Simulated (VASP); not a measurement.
Zn12F (a cell with a defect), 13 atoms in the cell. The cell holds a defect, 13 atoms: a = 5.320 Å, b = 7.980 Å, c = 4.937 Å, α = 90.00°, β = 90.00°, γ = 120.00°. 

* Program: VASP 6.6.1
* Task: single point
* Functional: PBE
* Potentials or basis: VASP PAW PBE potentials, release 64 (Zn, F)
* Cutoff: 520 eV
* k mesh: 2 × 2 × 2
* Occupations: fermi-dirac, width 0.1 eV
* Spin: no spin polarisation
* Dipole correction: no
* Further INCAR settings: ALGO = Normal; EDIFF = 1e-06; NBANDS = 88

Potentials or basis: VASP PAW PBE potentials, release 64 (Zn, F).

Run with:

```sh
$ cat potpaw_PBE.64/Zn/POTCAR potpaw_PBE.64/F/POTCAR > POTCAR
$ mpirun -np 1 vasp_std > vasp.out
```

Hardware: 1 thread of Intel(R) Xeon(R) 6975P-C (Granite Rapids) (shared host).

**Question.** How long does it take, and how much memory?

**Answer.** Run time: 100 s on 1 thread of Intel(R) Xeon(R) 6975P-C (Granite Rapids), with other jobs on the host, peak memory 0.33 GiB. Counts: scf iterations 17, k points 8.
